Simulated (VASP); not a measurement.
# Si3N4 (Fd-3m) in VASP: notebook, part 3 of 3

VASP 6.6.1. Earlier steps stand in the parts before.

## 4. Relaxation of the atoms, PBE (8.69 Å³/atom)

This run uses another cell than the first one, of 8.69 Å³/atom.

INCAR

```
PREC     = Accurate       # precision mode
ENCUT    = 520            # plane-wave cutoff, eV
EDIFF    = 1E-6           # SCF threshold, eV
ISMEAR   = 0              # smearing method
SIGMA    = 0.02           # smearing width, eV
LREAL    = F              # projectors in reciprocal space
LASPH    = T              # aspherical terms in the spheres
NELM     = 80             # most SCF steps
ALGO     = Normal         # electronic algorithm
ISIF     = 2              # what is computed and relaxed
LWAVE    = F              # write WAVECAR
LCHARG   = F              # write CHGCAR
GGA      = PE             # functional
IBRION   = 2              # ionic algorithm
NSW      = 50             # ionic steps
EDIFFG   = -0.01          # ionic threshold
```

KPOINTS

```
Automatic mesh
0
Gamma
  6 6 6
```

POSCAR

```
Si3N4
1.0
    0.0000000000      3.9331817174      3.9331817174
    3.9331817174      0.0000000000      3.9331817174
    3.9331817174      3.9331817174      0.0000000000
Si N
6 8
Direct
    0.1250000000      0.1250000000      0.6250000000
    0.1250000000      0.6250000000      0.1250000000
    0.6250000000      0.1250000000      0.1250000000
    0.1250000000      0.1250000000      0.1250000000
    0.7500000000      0.7500000000      0.7500000000
    0.5000000000      0.5000000000      0.5000000000
    0.3675422916      0.3675422916      0.3675422916
    0.3526268749      0.8824577084      0.8824577084
    0.8824577084      0.8824577084      0.3526268749
    0.8824577084      0.3526268749      0.8824577084
    0.3675422916      0.3675422916      0.8973731251
    0.3675422916      0.8973731251      0.3675422916
    0.8824577084      0.8824577084      0.8824577084
    0.8973731251      0.3675422916      0.3675422916
```

Potentials or basis: VASP PAW PBE potentials, release 64 (Si, N).

Run with:

```bash
cat potpaw_PBE.64/Si/POTCAR potpaw_PBE.64/N/POTCAR > POTCAR
mpirun -np 1 vasp_std > vasp.out
```

OUTCAR:

```text
PREC = Accurate
   ENCUT = 520
   EDIFF = 1E-6
   ISMEAR = 0
   LREAL = F
   LASPH = T
   NELM = 80
   ISIF = 2
   GGA = PE
   IBRION = 2
   NSW = 50
   EDIFFG = -0.01

 ion  position               nearest neighbor table
   1  0.125  0.125  0.625-   7 1.91  13 1.91  10 1.91  12 1.91   8 1.91  14 1.91   4 2.78   2 2.78
                             3 2.78   4 2.78   2 2.78   3 2.78
   2  0.125  0.625  0.125-   7 1.91  13 1.91   9 1.91  11 1.91   8 1.91  14 1.91   4 2.78   1 2.78
                             1 2.78   3 2.78   4 2.78   3 2.78
   3  0.625  0.125  0.125-   7 1.91  13 1.91  10 1.91  11 1.91  12 1.91   9 1.91   4 2.78   1 2.78
                             2 2.78   1 2.78   2 2.78   4 2.78
   4  0.125  0.125  0.125-   8 1.91   9 1.91  10 1.91  11 1.91  12 1.91  14 1.91   1 2.78   2 2.78
                             3 2.78   1 2.78   2 2.78   3 2.78
   5  0.750  0.750  0.750-   8 1.80   9 1.80  10 1.80  13 1.80
   6  0.500  0.500  0.500-  11 1.80  12 1.80  14 1.80   7 1.80
   7  0.368  0.368  0.368-   6 1.80   2 1.91   3 1.91   1 1.91
   8  0.353  0.882  0.882-   5 1.80   4 1.91   1 1.91   2 1.91
   9  0.882  0.882  0.353-   5 1.80   4 1.91   2 1.91   3 1.91
  10  0.882  0.353  0.882-   5 1.80   4 1.91   1 1.91   3 1.91
  11  0.368  0.368  0.897-   6 1.80   4 1.91   2 1.91   3 1.91
  12  0.368  0.897  0.368-   6 1.80   4 1.91   1 1.91   3 1.91
  13  0.882  0.882  0.882-   5 1.80   2 1.91   3 1.91   1 1.91
  14  0.897  0.368  0.368-   6 1.80   4 1.91   1 1.91   2 1.91

  LATTYP: Found a face centered cubic cell.
 ALAT       =     7.8663634348

  Lattice vectors:

 A1 = (   0.0000000000,   3.9331817174,   3.9331817174)
 A2 = (   3.9331817174,   0.0000000000,   3.9331817174)
 A3 = (   3.9331817174,   3.9331817174,   0.0000000000)

Analysis of symmetry for initial positions (statically):
=====================================================================
 Subroutine PRICEL returns:
 Original cell was already a primitive cell.

 Routine SETGRP: Setting up the symmetry group for a
 face centered cubic supercell.

 Subroutine GETGRP returns: Found 48 space group operations
 (whereof 24 operations were pure point group operations)
 out of a pool of 48 trial point group operations.

The static configuration has the point symmetry T_d .
 The point group associated with its full space group is O_h .

Analysis of symmetry for dynamics (positions and initial velocities):
=====================================================================
 Subroutine PRICEL returns:
 Original cell was already a primitive cell.

 Routine SETGRP: Setting up the symmetry group for a
 face centered cubic supercell.

 Subroutine GETGRP returns: Found 48 space group operations
 (whereof 24 operations were pure point group operations)
 out of a pool of 48 trial point group operations.

The dynamic configuration has the point symmetry T_d .
 The point group associated with its full space group is O_h .

 Subroutine INISYM returns: Found 48 space group operations
 (whereof 24 operations are pure point group operations),
 and found     1 'primitive' translations

----------------------------------------------------------------------------------------

                                     Primitive cell

  volume of cell :     121.6920

  direct lattice vectors                    reciprocal lattice vectors
     0.000000000  3.933181717  3.933181717    -0.127123544  0.127123544  0.127123544
     3.933181717  0.000000000  3.933181717     0.127123544 -0.127123544  0.127123544
     3.933181717  3.933181717  0.000000000     0.127123544  0.127123544 -0.127123544

  length of vectors
     5.562358928  5.562358928  5.562358928     0.220184437  0.220184437  0.220184437

[... 53 lines left out ...]

 Subroutine IBZKPT returns following result:
 ===========================================

 Found     16 irreducible k-points:

 Following reciprocal coordinates:
            Coordinates               Weight
  0.000000  0.000000  0.000000      1.000000
  0.166667  0.000000  0.000000      8.000000
  0.333333  0.000000  0.000000      8.000000
  0.500000  0.000000  0.000000      4.000000
  0.166667  0.166667  0.000000      6.000000
  0.333333  0.166667  0.000000     24.000000
[... 8 lines left out ...]
 -0.333333  0.333333  0.166667     24.000000
 -0.333333  0.500000  0.166667     12.000000
   k-points           NKPTS =     16   k-points in BZ     NKDIM =     16   number of bands    NBANDS=     40
   number of dos      NEDOS =    301   number of ions     NIONS =     14
   total plane-waves  NPLWV =  74088
   dimension x,y,z NGX =    42 NGY =   42 NGZ =   42
   dimension x,y,z NGXF=    84 NGYF=   84 NGZF=   84
   ions per type =               6   8
   NGX,Y,Z   is equivalent  to a cutoff of  12.55, 12.55, 12.55 a.u.
   NGXF,Y,Z  is equivalent  to a cutoff of  25.11, 25.11, 25.11 a.u.
 SYSTEM =  unknown system
   PREC   = accura    normal or accurate (medium, high low for compatibility)
   ISTART =      0    job   : 0-new  1-cont  2-samecut
   ICHARG =      2    charge: 1-file 2-atom 10-const
   ISPIN  =      1    spin polarized calculation?
   LNONCOLLINEAR =      F non collinear calculations
   LSORBIT =      F    spin-orbit coupling
   LASPH  =      T    aspherical Exc in radial PAW
   ENCUT  =  520.0 eV  38.22 Ry    6.18 a.u.  10.34 10.34 10.34*2*pi/ulx,y,z
   NELM   =     80;   NELMIN=  2; NELMDL= -5     # of ELM steps
   EDIFF  = 0.1E-05   stopping-criterion for ELM
   LREAL  =      F    real-space projection
   EDIFFG = -.1E-01   stopping-criterion for IOM
   NSW    =     50    number of steps for IOM
   IBRION =      2    ionic relax: 0-MD 1-quasi-New 2-CG
   NFREE  =      1    steps in history (QN), initial steepest desc. (CG)
   ISIF   =      2    stress and relaxation
   ISYM   =      2    0-nonsym 1-usesym 2-fastsym
   POTIM  = 0.5000    time-step for ionic-motion
   TEBEG  =    0.0;   TEEND  =   0.0 temperature during run
   PSTRESS=    0.0 pullay stress
   NELECT =      64.0000    total number of electrons
   NUPDOWN=      -1.0000    fix difference up-down
   EMIN   =  10.00;   EMAX   =-10.00  energy-range for DOS
   EFERMI =   0.00;   METHOD = LEGACY
   ISMEAR =     0;   SIGMA  =   0.02  broadening in eV -4-tet -1-fermi 0-gaus
   EFERMI_NEDOS =   21; number of points for ismear=-14 and -15
   IALGO  =     38    algorithm
   IMIX   =      4    mixing-type and parameters
     AMIX     =   0.40;   BMIX     =  1.00
     AMIX_MAG =   1.60;   BMIX_MAG =  1.00
  volume/ion in A,a.u.               =       8.69        58.66
  Fermi-wavevector in a.u.,A,eV,Ry     =   1.321440  2.497160 23.758547  1.746204
  Thomas-Fermi vector in A             =   2.451194
   LORBIT       =      0    0 simple, 1 ext, 2 COOP (PROOUT), +10 PAW based schemes
   GGA     = PE    functional components
   LHFCALC =     F    Hartree Fock is set to
   AEXX    =    0.0000 exact exchange contribution
   IVDW    =     0    specifies the selected vdW correction
   LEPSILON=     F    determine dielectric tensor
   LRPA    =     F    only Hartree local field effects (RPA)
 conjugate gradient relaxation of ions
 non-spin polarized calculation
 Gauss-broadening in eV      SIGMA  =   0.02
  energy-cutoff  :      520.00
  volume of cell :      121.69
 maximum number of plane-waves:      3302
 NGX is ok and might be reduce to    42
   NGX = 21   NGY = 21   NGZ = 21

--------------------------------------- Ionic step        1  -------------------------------------------

 number of electron      64.0000004 magnetization

 Free energy of the ion-electron system (eV)
  ---------------------------------------------------
  ext. energy  EPLUGINS =         0.00000000
  ---------------------------------------------------
  free energy    TOTEN  =      -112.39052394 eV

  energy without entropy =     -112.39052394  energy(sigma->0) =     -112.39052394

------------------------ aborting loop because EDIFF is reached ----------------------------------------

  FORCE on cell =-STRESS in cart. coord.  units (eV):
  Direction    XX          YY          ZZ          XY          YZ          ZX
  --------------------------------------------------------------------------------------
  -------------------------------------------------------------------------------------
  Total       -6.3737510     -6.3737510     -6.3737510     -0.0000000      0.0000000     -0.0000000
  in kB      -83.9157823    -83.9157823    -83.9157823     -0.0000000      0.0000000     -0.0000000
  external PRESSURE =     -83.9157823 kB  Pullay stress =       0.0000000 kB
[... 83 lines left out ...]
--------------------------------------- Ionic step        3  -------------------------------------------

 number of electron      64.0000002 magnetization

 Free energy of the ion-electron system (eV)
  ---------------------------------------------------
  ext. energy  EPLUGINS =         0.00000000
  ---------------------------------------------------
  free energy    TOTEN  =      -112.39141028 eV

  energy without entropy =     -112.39141028  energy(sigma->0) =     -112.39141028

 E-fermi :   8.8451     XC(G=0): -12.0744

 val. band max:        8.7051760175   @ k =  -0.1667   0.1667   0.0000
 cond. band min:      11.9213349374   @ k =   0.0000   0.0000   0.0000
 fundamental gap:      3.2161589200
 Fermi energy:         8.8450627917

 k-point     1 :       0.0000    0.0000    0.0000
  band No.  band energies     occupation
      1      -9.7658      2.00000
      2      -6.6101      2.00000
      3      -5.7075      2.00000
      4      -5.7075      2.00000
      5      -5.7075      2.00000
      6      -4.7941      2.00000
[... 718 lines left out ...]
  FREE ENERGIE OF THE ION-ELECTRON SYSTEM (eV)
  ---------------------------------------------------
  free  energy   TOTEN  =      -112.3914102838 eV

  energy  without entropy=     -112.3914102838  energy(sigma->0) =     -112.39141028

 reached required accuracy - stopping structural energy minimisation
```

Run time: 5.1 min. Hardware: 1 thread of Oxide Virtual Turin-like, shared host; peak memory 0.24 GiB.

Results:

- Free energy: -112.3914 eV
- Energy gained by relaxing: 0.1 meV/atom
- Ionic steps: 3
- Pressure after relaxing: -8.3 GPa
- Band gap on the k mesh: 3.22 eV (least direct gap 3.27 eV)

The path:
| step | energy change (eV) | largest force (eV/Å) | pressure (GPa) |
| --- | --- | --- | --- |
| 1 | 0.0000 | 0.0954 | -8.39 |
| 2 | 0.0000 | 0.0948 | -8.21 |
| 3 | -0.0009 | 0.0018 | -8.30 |

Final structure:
```xyz
14
Lattice="0.0000 3.9332 3.9332 3.9332 0.0000 3.9332 3.9332 3.9332 0.0000" Properties=species:S:1:pos:R:3 pbc="T T T"
Si    2.9499    2.9499    0.9833
Si    2.9499    0.9833    2.9499
Si    0.9833    2.9499    2.9499
Si    0.9833    0.9833    0.9833
Si    5.8998    5.8998    5.8998
Si    3.9332    3.9332    3.9332
N     2.8899    2.8899    2.8899
N     6.9431    4.8565    4.8565
N     4.8565    4.8565    6.9431
N     4.8565    6.9431    4.8565
N     4.9765    4.9765    2.8899
N     4.9765    2.8899    4.9765
N     6.9431    6.9431    6.9431
N     2.8899    4.9765    4.9765
```

Levels at points of the mesh, in eV from the valence-band top:
```
           k point  band 29  band 30  band 31  band 32  band 33  band 34  band 35  band 36
(0.00, 0.00, 0.00)    -0.13    -0.05    -0.05    -0.05     3.22     3.22     3.22     4.64
(0.50, 0.00, 0.00)    -0.47    -0.47    -0.31    -0.31     4.78     5.66     5.66     5.96
(0.50, 0.50, 0.00)    -1.06    -1.06    -0.39    -0.39     6.45     6.45     6.79     6.79
```

## 5. Relaxation of the atoms, PBE (8.95 Å³/atom)

This run uses another cell than the first one, of 8.95 Å³/atom.

INCAR

```
PREC = Accurate ; ENCUT = 520
EDIFF = 1E-6 ; ISMEAR = 0
SIGMA = 0.02 ; LREAL = F
LASPH = T ; NELM = 100
ALGO = Normal ; ISIF = 2
LWAVE = F ; LCHARG = F
GGA = PE ; IBRION = 2
NSW = 50 ; EDIFFG = -0.01
```

KPOINTS is that of step 4.

POSCAR

```
Si3N4
1.0
    0.0000000000      3.9710030926      3.9710030926
    3.9710030926      0.0000000000      3.9710030926
    3.9710030926      3.9710030926      0.0000000000
Si N
6 8
Direct
    0.1250000000      0.1250000000      0.6250000000
    0.1250000000      0.6250000000      0.1250000000
    0.6250000000      0.1250000000      0.1250000000
    0.1250000000      0.1250000000      0.1250000000
    0.7500000000      0.7500000000      0.7500000000
    0.5000000000      0.5000000000      0.5000000000
    0.3673622536      0.3673622536      0.3673622536
    0.3520867608      0.8826377464      0.8826377464
    0.8826377464      0.8826377464      0.3520867608
    0.8826377464      0.3520867608      0.8826377464
    0.3673622536      0.3673622536      0.8979132392
    0.3673622536      0.8979132392      0.3673622536
    0.8826377464      0.8826377464      0.8826377464
    0.8979132392      0.3673622536      0.3673622536
```

Run with:

```bash
cat potpaw_PBE.64/Si/POTCAR potpaw_PBE.64/N/POTCAR > POTCAR
mpirun -np 1 vasp_std > vasp.out
```

Wall time 4.3 min (1 thread of Oxide Virtual Turin-like, shared host); peak memory 0.25 GiB.

Results (log left out):

| Quantity | Value |
| --- | --- |
| Free energy | -112.1321 eV |
| Energy gained by relaxing | 0.1 meV/atom |
| Ionic steps | 3 |
| Pressure after relaxing | -15.2 GPa |
| Band gap on the k mesh | 3.11 eV (least direct gap 3.17 eV) |

Step by step:
| step | energy change (eV) | largest force (eV/Å) | pressure (GPa) |
| --- | --- | --- | --- |
| 1 | 0.0000 | 0.0957 | -15.33 |
| 2 | -0.0003 | 0.0797 | -15.15 |
| 3 | -0.0010 | 0.0012 | -15.23 |

Final structure:
```cif
data_structure
_symmetry_space_group_name_H-M 'P 1'
_symmetry_Int_Tables_number 1
_cell_length_a 5.6158
_cell_length_b 5.6158
_cell_length_c 5.6158
_cell_angle_alpha 60.000
_cell_angle_beta 60.000
_cell_angle_gamma 60.000
_cell_volume 125.24
loop_
_atom_site_label
_atom_site_type_symbol
_atom_site_fract_x
_atom_site_fract_y
_atom_site_fract_z
_atom_site_occupancy
Si1 Si 0.12500 0.12500 0.62500 1
Si2 Si 0.12500 0.62500 0.12500 1
Si3 Si 0.62500 0.12500 0.12500 1
Si4 Si 0.12500 0.12500 0.12500 1
Si5 Si 0.75000 0.75000 0.75000 1
Si6 Si 0.50000 0.50000 0.50000 1
N1 N 0.36718 0.36718 0.36718 1
N2 N 0.35154 0.88282 0.88282 1
N3 N 0.88282 0.88282 0.35154 1
N4 N 0.88282 0.35154 0.88282 1
N5 N 0.36718 0.36718 0.89846 1
N6 N 0.36718 0.89846 0.36718 1
N7 N 0.88282 0.88282 0.88282 1
N8 N 0.89846 0.36718 0.36718 1
```

Levels at points of the mesh, in eV from the valence-band top:
```csv
k point,band 30,band 31,band 32,band 33,band 34,band 35
"(0.00, 0.00, 0.00)",-0.06,-0.06,-0.06,3.11,3.11,3.11
"(0.50, 0.00, 0.00)",-0.46,-0.29,-0.29,4.64,5.56,5.56
"(0.50, 0.50, 0.00)",-1.03,-0.36,-0.36,6.27,6.27,6.63
```

## 6. Overview

| task | cell | gap on the mesh (eV) | pressure (GPa) |
| --- | --- | --- | --- |
| single point | a = 5.686 Å, angles 60.0°, 14 atoms | 2.97 | -22.9 |
| relaxation of the atoms | atoms relaxed from a = 5.686 Å, angles 60.0°, 14 atoms | 2.97 | -22.9 |
| relaxation of the atoms | atoms relaxed from a = 5.562 Å, angles 60.0°, 14 atoms | 3.22 | -8.3 |
| relaxation of the atoms | atoms relaxed from a = 5.616 Å, angles 60.0°, 14 atoms | 3.11 | -15.2 |

Alike in all rows: level PBE; potentials or basis VASP PAW PBE potentials, release 64 (Si, N); no spin polarisation; k mesh 6 × 6 × 6; cutoff (eV) 520; smearing gaussian 0.02 eV.

Caveats: the cell stands under tension (at least some runs).

Absolute energies hang on the potentials; compare differences alone.
